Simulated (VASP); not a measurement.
RbBr, 2 atoms in the cell. The structure is cubic, space group Fm-3m (No. 225). The conventional cell has a = 6.854 Å, b = 6.854 Å, c = 6.854 Å, α = 90.00°, β = 90.00°, γ = 90.00°. Rb (site symmetry m-3m) has 6 Br at 3.43 Å within 4.5 Å. Br (site symmetry m-3m) has 6 Rb at 3.43 Å within 4.5 Å. 

```yaml
Program: VASP 6.6.1
Task: single point
Functional: PBE
Potentials_or_basis: VASP PAW PBE potentials, release 64 (Rb_sv, Br)
Cutoff: 520 eV
k_mesh: 7 × 7 × 7
Occupations: gaussian, width 0.05 eV
Spin: no spin polarisation
Dipole_correction: no
Further_INCAR_settings: ALGO = Normal; EDIFF = 1e-06; NBANDS = 15
```

Potentials or basis: VASP PAW PBE potentials, release 64 (Rb_sv, Br).

Run with:

```sh
$ cat potpaw_PBE.64/Rb_sv/POTCAR potpaw_PBE.64/Br/POTCAR > POTCAR
$ mpirun -np 1 vasp_std > vasp.out
```

Hardware: 1 thread of Intel(R) Xeon(R) Platinum 8175M CPU @ 2.50GHz (Skylake/Cascade Lake), with other jobs on the host.

Q: How long does it take, and how much memory?

A: It took 28 s on 1 thread of Intel(R) Xeon(R) Platinum 8175M CPU @ 2.50GHz (Skylake/Cascade Lake), with other jobs on the host, peak memory 0.21 GiB. Counts: scf iterations 13, k points 20.
